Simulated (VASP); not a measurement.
Input of a VASP 6.6.1 run:

File POSCAR:

```
Ir
1.0
    0.0000000000      1.8968620356      1.8968620356
    1.8968620356      0.0000000000      1.8968620356
    1.8968620356      1.8968620356      0.0000000000
Ir
1
Direct
    0.0000000000      0.0000000000      0.0000000000
```

File INCAR.step1:

```
SYSTEM = Ir
ALGO = Normal
EDIFF = 1E-5
ENCUT = 620
GGA = PE
GGA_COMPAT = .FALSE.
ISMEAR = -1
LASPH = .TRUE.
LCHARG = .FALSE.
LREAL = .FALSE.
LWAVE = .TRUE.
NBANDS = 14
NELM = 120
PREC = Accurate
SIGMA = 0.1
```

INCAR.step2

```
SYSTEM = Ir
ALGO = Normal
EDIFF = 1E-6
ENCUT = 620
GGA_COMPAT = .FALSE.
ISIF = 2
ISMEAR = -1
ISTART = 1
LASPH = .TRUE.
LCHARG = .FALSE.
LMIXTAU = .TRUE.
LREAL = .FALSE.
LWAVE = .FALSE.
METAGGA = R2SCAN
NBANDS = 14
NELM = 120
PREC = Accurate
SIGMA = 0.1
```

KPOINTS

```
k-points
0
G
  23 23 23
  0 0 0
```

Potentials or basis: VASP PAW PBE potentials, release 64 (Ir_sv_GW).

Launch:

```console
$ cat potpaw_PBE.64/Ir_sv_GW/POTCAR > POTCAR
$ cp INCAR.step1 INCAR
$ mpirun -np 1 vasp_std > vasp.out
$ cp INCAR.step2 INCAR
$ mpirun -np 1 vasp_std > vasp.out
```

**Question.** Predict the pressure.

**Answer.** 15.8 GPa.

**Question.** Estimate the band gap on the k mesh.

**Answer.** Zero (an odd number of electrons rules out a gap without spin polarisation).

Caveat: the cell stands under pressure; the PAW data sets were made with another functional, which shifts forces and pressure a little; spin-orbit coupling is left out, which moves the levels of the heavy elements.
